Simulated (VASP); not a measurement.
# Pt (Cmcm) in VASP: a series of runs

The runs below take Pt through single point, with LDA.

All numbers are computed with VASP 6.6.1; they aren't measurements. Logs are shortened: lines on timing, memory, paths and dates and some standing lists are left out, and cuts for length are marked.

**1. The cell of the first run**

It takes space group Cmcm (No. 63, orthorhombic). The conventional cell has a = 2.708 Å, b = 4.691 Å, c = 4.677 Å, α = 90.00°, β = 90.00°, γ = 90.00°. Pt (site symmetry m2m) has 12 Pt at 2.71 to 2.87 Å within 3.6 Å.

**2. Single point, LDA (atoms displaced along a vibrational mode)**

INCAR

```
PREC = Accurate
ENCUT = 520
EDIFF = 1E-6
ISMEAR = 0
SIGMA = 0.15
LREAL = F
LASPH = T
NELM = 100
ALGO = Fast
ISIF = 2
LWAVE = F
LCHARG = F
GGA = CA
NBANDS = 17
```

KPOINTS

```
regular mesh
0
Gamma
  18 18 10
```

POSCAR

```
Pt
1.0
    2.7081940711      0.0000000000      0.0000000000
   -1.3540970355      2.3453648639      0.0000000000
    0.0000000000      0.0000000000      4.6773974959
Pt
2
Direct
    0.6463499984      0.2926999967      0.7500000000
    0.3536500016      0.7073000033      0.2500000000
```

Potentials or basis: VASP PAW LDA potentials, release 64 (Pt).

Run with:

```console
> cat potpaw_LDA.64/Pt/POTCAR > POTCAR
> mpirun -np 1 vasp_std > vasp.out
```

OUTCAR:

```text
PREC = Accurate
   ENCUT = 520
   EDIFF = 1E-6
   ISMEAR = 0
   LREAL = F
   LASPH = T
   NELM = 100
   ISIF = 2
   GGA = CA

 ion  position               nearest neighbor table
   1  0.646  0.293  0.750-   2 2.71   2 2.71   2 2.87   2 2.87   2 2.87   2 2.87
   2  0.354  0.707  0.250-   1 2.71   1 2.71   1 2.87   1 2.87   1 2.87   1 2.87

  LATTYP: Found a hexagonal cell.
 ALAT       =     2.7081940711
 C/A-ratio  =     1.7271278842

  Lattice vectors:

 A1 = (   2.7081940711,   0.0000000000,   0.0000000000)
 A2 = (  -1.3540970355,   2.3453648639,   0.0000000000)
 A3 = (   0.0000000000,   0.0000000000,   4.6773974959)

Analysis of symmetry for initial positions (statically):
=====================================================================
 Subroutine PRICEL returns:
 Original cell was already a primitive cell.

 Routine SETGRP: Setting up the symmetry group for a
 hexagonal supercell.

 Subroutine GETGRP returns: Found  8 space group operations
 (whereof  4 operations were pure point group operations)
 out of a pool of 24 trial point group operations.

The static configuration has the point symmetry C_2h.
 The point group associated with its full space group is D_2h.

Analysis of symmetry for dynamics (positions and initial velocities):
=====================================================================
 Subroutine PRICEL returns:
 Original cell was already a primitive cell.

 Routine SETGRP: Setting up the symmetry group for a
 hexagonal supercell.

 Subroutine GETGRP returns: Found  8 space group operations
 (whereof  4 operations were pure point group operations)
 out of a pool of 24 trial point group operations.

The dynamic configuration has the point symmetry C_2h.
 The point group associated with its full space group is D_2h.

 Subroutine INISYM returns: Found  8 space group operations
 (whereof  4 operations are pure point group operations),
 and found     1 'primitive' translations

----------------------------------------------------------------------------------------

                                     Primitive cell

  volume of cell :      29.7094
[... 76 lines left out ...]
   ions per type =               2
   NGX,Y,Z   is equivalent  to a cutoff of  12.28, 12.28, 12.80 a.u.
   NGXF,Y,Z  is equivalent  to a cutoff of  24.55, 24.55, 25.59 a.u.
 SYSTEM =  unknown system
   PREC   = accura    normal or accurate (medium, high low for compatibility)
   ISTART =      0    job   : 0-new  1-cont  2-samecut
   ICHARG =      2    charge: 1-file 2-atom 10-const
   ISPIN  =      1    spin polarized calculation?
   LNONCOLLINEAR =      F non collinear calculations
   LSORBIT =      F    spin-orbit coupling
   LASPH  =      T    aspherical Exc in radial PAW
   ENCUT  =  520.0 eV  38.22 Ry    6.18 a.u.   5.04  5.04  8.70*2*pi/ulx,y,z
   NELM   =    100;   NELMIN=  2; NELMDL= -5     # of ELM steps
   EDIFF  = 0.1E-05   stopping-criterion for ELM
   LREAL  =      F    real-space projection
   EDIFFG = 0.1E-04   stopping-criterion for IOM
   NSW    =      0    number of steps for IOM
   IBRION =     -1    ionic relax: 0-MD 1-quasi-New 2-CG
   NFREE  =      0    steps in history (QN), initial steepest desc. (CG)
   ISIF   =      2    stress and relaxation
   ISYM   =      2    0-nonsym 1-usesym 2-fastsym
   POTIM  = 0.5000    time-step for ionic-motion
   TEBEG  =    0.0;   TEEND  =   0.0 temperature during run
   PSTRESS=    0.0 pullay stress
   NELECT =      20.0000    total number of electrons
   NUPDOWN=      -1.0000    fix difference up-down
   EMIN   =  10.00;   EMAX   =-10.00  energy-range for DOS
   EFERMI =   0.00;   METHOD = LEGACY
   ISMEAR =     0;   SIGMA  =   0.15  broadening in eV -4-tet -1-fermi 0-gaus
   EFERMI_NEDOS =   21; number of points for ismear=-14 and -15
   IALGO  =     68    algorithm
   IMIX   =      4    mixing-type and parameters
     AMIX     =   0.40;   BMIX     =  1.00
     AMIX_MAG =   1.60;   BMIX_MAG =  1.00
  volume/ion in A,a.u.               =      14.85       100.24
  Fermi-wavevector in a.u.,A,eV,Ry     =   1.434784  2.711350 28.009042  2.058607
  Thomas-Fermi vector in A             =   2.554155
   LORBIT       =      0    0 simple, 1 ext, 2 COOP (PROOUT), +10 PAW based schemes
   GGA     = CA    functional components
   LHFCALC =     F    Hartree Fock is set to
   AEXX    =    0.0000 exact exchange contribution
   IVDW    =     0    specifies the selected vdW correction
   LEPSILON=     F    determine dielectric tensor
   LRPA    =     F    only Hartree local field effects (RPA)
 non-spin polarized calculation
 RMM-DIIS sequential band-by-band and
 Gauss-broadening in eV      SIGMA  =   0.15
  energy-cutoff  :      520.00
  volume of cell :       29.71
 maximum number of plane-waves:       825
   NGX = 11   NGY = 11   NGZ = 17

 number of electron      19.9999998 magnetization

 Free energy of the ion-electron system (eV)
  ---------------------------------------------------
  ext. energy  EPLUGINS =         0.00000000
  ---------------------------------------------------
  free energy    TOTEN  =       -14.89332782 eV

  energy without entropy =      -14.85905544  energy(sigma->0) =      -14.87619163

 E-fermi :  11.4106     XC(G=0): -13.7693

 val. band max:       11.4099973942   @ k =   0.2222   0.1111   0.5000
 cond. band min:      11.4120380931   @ k =  -0.4444   0.2222   0.5000
 fundamental gap:      0.0020406990
 Fermi energy:        11.4105855350

 k-point     1 :       0.0000    0.0000    0.0000
  band No.  band energies     occupation
      1       1.0189      2.00000
      2       3.7309      2.00000
      3       6.9279      2.00000
      4       7.5662      2.00000
      5       7.7027      2.00000
      6       7.9212      2.00000
[... 457 lines left out ...]
      4       7.5232      2.00000
      5       7.7833      2.00000
      6       7.8771      2.00000
[... 9 lines left out ...]
     16      28.6384      0.00000
     17      29.8650      0.00000

 [... further k-points ...]
[... 5 lines left out ...]
  --------------------------------------------------------------------------------------
  -------------------------------------------------------------------------------------
  Total       -0.0449199      0.4192875      0.3897246      0.0000000      0.0000000      0.0000000
  in kB       -2.4224530     22.6114293     21.0171525      0.0000000      0.0000000      0.0000000
  external PRESSURE =      13.7353763 kB  Pullay stress =       0.0000000 kB

 VOLUME and BASIS-vectors are now :
 -----------------------------------------------------------------------------
  energy-cutoff  :      520.00
  volume of cell :       29.71
      direct lattice vectors                 reciprocal lattice vectors
     2.708194071  0.000000000  0.000000000     0.369249756  0.213186446  0.000000000
    -1.354097035  2.345364864  0.000000000     0.000000000  0.426372892  0.000000000
     0.000000000  0.000000000  4.677397496     0.000000000  0.000000000  0.213794103

 POSITION                                       TOTAL-FORCE (eV/Angst)
 -----------------------------------------------------------------------------------
      1.35410      0.68649      3.50805         0.000000      0.117977      0.000000
     -0.00000      1.65888      1.16935        -0.000000     -0.117977      0.000000
 -----------------------------------------------------------------------------------
    total drift:                               -0.000000      0.000000      0.000000

  FREE ENERGIE OF THE ION-ELECTRON SYSTEM (eV)
  ---------------------------------------------------
  free  energy   TOTEN  =       -14.8933278178 eV

  energy  without entropy=      -14.8590554359  energy(sigma->0) =      -14.87619163
```

stdout:

```text
POSCAR found type information on POSCAR Pt
 POSCAR found :  1 types and       2 ions
 scaLAPACK will be used
 LDA part: xc-table for (Slater(with rela. corr.)+CA(PZ))
 , standard interpolation
 POSCAR, INCAR and KPOINTS ok, starting setup
 FFT: planning ... GRIDC
 FFT: planning ... GRID_SOFT
 FFT: planning ... GRID
 WAVECAR not read
 entering main loop
```

Wall time 96 s (1 thread of Intel Xeon 6975P-C (Granite Rapids), shared host); peak memory 0.32 GiB.

What came out:

```
Free energy            : -14.8933 eV
Pressure               : 1.4 GPa
Largest force          : 0.118 eV/Å
Band gap on the k mesh : zero (bands 10 and 11 overlap by 1.43 eV)
```

Forces in eV/Å, atoms in the order of the input:
```
Pt   0.000  0.118  0.000
Pt   0.000 -0.118  0.000
```

Stress tensor (GPa, compression positive):
```
-0.24  0.00  0.00
 0.00  2.26  0.00
 0.00  0.00  2.10
```

Caveat: the cell differs from its parent crystal (atoms displaced along a vibrational mode); spin-orbit coupling is left out, which moves the levels of the heavy elements.

**3. Single point, LDA (atoms displaced along a vibrational mode)**

INCAR

```
SYSTEM = Pt
ALGO = Fast ; EDIFF = 1E-7
ENCUT = 520 ; ISIF = 2
ISMEAR = 0 ; LASPH = .True.
LCHARG = .True. ; LELF = .True.
LREAL = .False. ; LVHAR = .True.
LWAVE = .False. ; NBANDS = 17
NELM = 60 ; PREC = Accurate
SIGMA = 0.15
```

KPOINTS

```
k-points
0
Gamma
  18 18 10
  0 0 0
```

POSCAR

```
Pt
1.0
    2.7081940711      0.0000000000      0.0000000000
   -1.3540970355      2.3453648639      0.0000000000
    0.0000000000      0.0000000000      4.6773974959
Pt
2
Direct
    0.6869833350      0.3739666699      0.7500000000
    0.3130166650      0.6260333301      0.2500000000
```

Potentials or basis: VASP PAW LDA potentials, release 64 (Pt).

Run with:

```console
> cat potpaw_LDA.64/Pt/POTCAR > POTCAR
> mpirun -np 1 vasp_std > vasp.out
```

OUTCAR:

```text
SYSTEM = Pt
   EDIFF = 1E-7
   ENCUT = 520
   ISIF = 2
   ISMEAR = 0
   LASPH = .True.
   LREAL = .False.
   NELM = 60
   PREC = Accurate

 ion  position               nearest neighbor table
   1  0.687  0.374  0.750-   2 2.77   2 2.77   2 2.77   2 2.77   2 2.92   2 2.92
   2  0.313  0.626  0.250-   1 2.77   1 2.77   1 2.77   1 2.77   1 2.92   1 2.92

  LATTYP: Found a hexagonal cell.
 ALAT       =     2.7081940711
 C/A-ratio  =     1.7271278842

  Lattice vectors:

 A1 = (   2.7081940711,   0.0000000000,   0.0000000000)
[... 194 lines left out ...]
      6       8.0057      2.00000
[... 457 lines left out ...]
      4       7.5094      2.00000
      5       7.8422      2.00000
      6       8.1639      2.00000
[... 9 lines left out ...]
     16      28.9328      0.00000
     17      29.8988      0.00000

 [... further k-points ...]
[... 5 lines left out ...]
  --------------------------------------------------------------------------------------
  -------------------------------------------------------------------------------------
  Total        0.2128723      0.2003541      0.1871052      0.0000000      0.0000000      0.0000000
  in kB       11.4798225     10.8047418     10.0902488      0.0000000      0.0000000      0.0000000
  external PRESSURE =      10.7916044 kB  Pullay stress =       0.0000000 kB

 VOLUME and BASIS-vectors are now :
 -----------------------------------------------------------------------------
  energy-cutoff  :      520.00
  volume of cell :       29.71
      direct lattice vectors                 reciprocal lattice vectors
     2.708194071  0.000000000  0.000000000     0.369249756  0.213186446  0.000000000
    -1.354097035  2.345364864  0.000000000     0.000000000  0.426372892  0.000000000
     0.000000000  0.000000000  4.677397496     0.000000000  0.000000000  0.213794103

 POSITION                                       TOTAL-FORCE (eV/Angst)
 -----------------------------------------------------------------------------------
      1.35410      0.87709      3.50805         0.000000      0.110348      0.000000
     -0.00000      1.46828      1.16935        -0.000000     -0.110348      0.000000
 -----------------------------------------------------------------------------------
    total drift:                               -0.000000      0.000000     -0.000000

  FREE ENERGIE OF THE ION-ELECTRON SYSTEM (eV)
  ---------------------------------------------------
  free  energy   TOTEN  =       -14.9084782007 eV

  energy  without entropy=      -14.8739372789  energy(sigma->0) =      -14.89120774
```

OSZICAR:

```text
N       E                     dE             d eps       ncg     rms          rms(c)
DAV:   1     0.101627934049E+03    0.10163E+03   -0.10523E+04 18564   0.114E+03
DAV:   2    -0.138733945062E+02   -0.11550E+03   -0.10988E+03 20059   0.249E+02
DAV:   3    -0.157731793934E+02   -0.18998E+01   -0.18785E+01 22656   0.320E+01
DAV:   4    -0.157825884515E+02   -0.94091E-02   -0.94071E-02 22304   0.234E+00
DAV:   5    -0.157826748026E+02   -0.86351E-04   -0.86350E-04 22858   0.232E-01    0.197E+01
RMM:   6    -0.150053349205E+02    0.77734E+00   -0.10617E+00 18609   0.767E+00    0.102E+01
RMM:   7    -0.149188800780E+02    0.86455E-01   -0.25393E-01 19236   0.374E+00    0.301E+00
RMM:   8    -0.149092280180E+02    0.96521E-02   -0.43252E-02 19313   0.165E+00    0.993E-01
RMM:   9    -0.149084558880E+02    0.77213E-03   -0.27978E-03 20744   0.396E-01    0.133E-01
RMM:  10    -0.149084918691E+02   -0.35981E-04   -0.38673E-04 20866   0.127E-01    0.133E-01
RMM:  11    -0.149084914499E+02    0.41919E-06   -0.58384E-05 20726   0.488E-02    0.152E-01
RMM:  12    -0.149084852657E+02    0.61843E-05   -0.42029E-05 20156   0.446E-02    0.675E-02
RMM:  13    -0.149084803881E+02    0.48775E-05   -0.48650E-06 20671   0.162E-02    0.356E-02
RMM:  14    -0.149084794434E+02    0.94471E-06   -0.78919E-07 19988   0.565E-03    0.252E-02
RMM:  15    -0.149084782114E+02    0.12320E-05   -0.20788E-06 20718   0.905E-03    0.500E-03
RMM:  16    -0.149084782007E+02    0.10738E-07   -0.22104E-07 13570   0.362E-03
   1 F= -.14908478E+02 E0= -.14891208E+02  d E =-.345409E-01
```

Wall time 1.7 min (1 thread of Intel Xeon 6975P-C (Granite Rapids), shared host); peak memory 0.32 GiB.

What came out:

```yaml
Free_energy: -14.9085 eV
Pressure: 1.1 GPa
Largest_force: 0.110 eV/Å
Band_gap_on_the_k_mesh: zero (bands 10 and 11 overlap by 1.39 eV)
```

Forces on the atoms (eV/Å):
```
Pt   0.000  0.110  0.000
Pt   0.000 -0.110  0.000
```

Caveat: the cell differs from its parent crystal (atoms displaced along a vibrational mode); spin-orbit coupling is left out, which moves the levels of the heavy elements.
